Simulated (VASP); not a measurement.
KYSe2:

```
K Se Y
1.0
     4.31975    0.00000    0.00000
     0.00000    4.31975    0.00000
     0.00000    0.00000    5.86828
K Se Y
1 2 1
Cartesian
  0.0000 0.0000 0.0000
  0.0000 0.0000 2.9341
  2.1599 2.1599 0.0000
  2.1599 2.1599 2.9341
```

Base run:

* Program: VASP 6.6.1
* Functional: r2SCAN
* Potentials or basis: VASP PAW PBE potentials, release 64 (K_sv, Se, Y_sv)
* Cutoff: 520 eV
* k mesh: 6 × 6 × 4
* Occupations: gaussian, width 0.01 eV
* Spin: no spin polarisation

Its results: band gap on the k mesh 0.50 eV; pressure 0.1 GPa.

Problem. The run is repeated on the same cell with these changes: functional from r2SCAN to PBE. What comes out?

Solution. Band gap on the k mesh 0.19 eV; pressure 0.7 GPa.

Caveats: semilocal functionals underestimate gaps, and a narrow one can read as zero; the PAW data sets were made with another functional, which shifts forces and pressure a little (at least some runs).

A k mesh can miss the band edges.
